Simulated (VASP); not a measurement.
Set up this calculation in VASP 6.6.1, as the native input.

```yaml
Task: relaxation of cell and atoms
Functional: BLYP
Dispersion: D4
Potentials_or_basis: VASP PAW PBE potentials, release 64 (In_d, P)
Cutoff: 600 eV
k_mesh: 8 × 8 × 8
Occupations: fermi-dirac, width 0.05 eV
Spin: no spin polarisation
Dipole_correction: no
Further_INCAR_settings: ALGO = Normal; EDIFF = 1e-06; IBRION = 2; EDIFFG = -0.01; NSW = 60; ISIF = 3
```

The structure of InP lies in POSCAR:

```
InP
1.0
    0.0000000000      2.9305000000      2.9305000000
    2.9305000000      0.0000000000      2.9305000000
    2.9305000000      2.9305000000      0.0000000000
In P
1 1
Direct
    0.0000000000      0.0000000000      0.0000000000
    0.7500000000      0.7500000000      0.7500000000
```

The input as run:

INCAR

```
AGGAC = 1.0
AGGAX = 1.0
ALDAC = 0.0
ALDAX = 1.0
ALGO = Normal
EDIFF = 1E-6
EDIFFG = -0.01
ENCUT = 600
GGA = B5
IBRION = 2
ISIF = 3
ISMEAR = -1
IVDW = 13
LASPH = T
LCHARG = F
LREAL = F
LWAVE = F
NELM = 80
NSW = 60
PREC = Accurate
SIGMA = 0.05
VDW_A1 = 0.44488865
VDW_A2 = 4.0933009
VDW_S6 = 1.0
VDW_S8 = 2.34076671
```

KPOINTS

```
k-points
0
Gamma
  8 8 8
```

Potentials or basis: VASP PAW PBE potentials, release 64 (In_d, P).

Run with:

```bash
$ cat potpaw_PBE.64/In_d/POTCAR potpaw_PBE.64/P/POTCAR > POTCAR
$ mpirun -np 1 vasp_std > vasp.out
```

It gave:

```
Relaxed volume                         : 26.08 Å³/atom
Relaxed cell                           : a = 4.194 Å, b = 4.194 Å, c = 4.194 Å, α = 60.00°, β = 60.00°, γ = 60.00°
Space group after relaxing (to 0.05 Å) : F-43m (No. 216)
Energy gained by relaxing              : 6.4 meV/atom
Ionic steps                            : 3
Pressure after relaxing                : 0.0 GPa
Band gap on the k mesh                 : 0.42 eV, direct
Dispersion energy per atom             : -0.603 eV
```

Caveat: the PAW data sets were made with another functional, which shifts forces and pressure a little; spin-orbit coupling is left out, which moves the levels of the heavy elements.

It took 120 s on 1 thread of Intel(R) Xeon(R) Platinum 8259CL CPU @ 2.50GHz (Skylake/Cascade Lake), with other jobs on the host, peak memory 0.22 GiB.
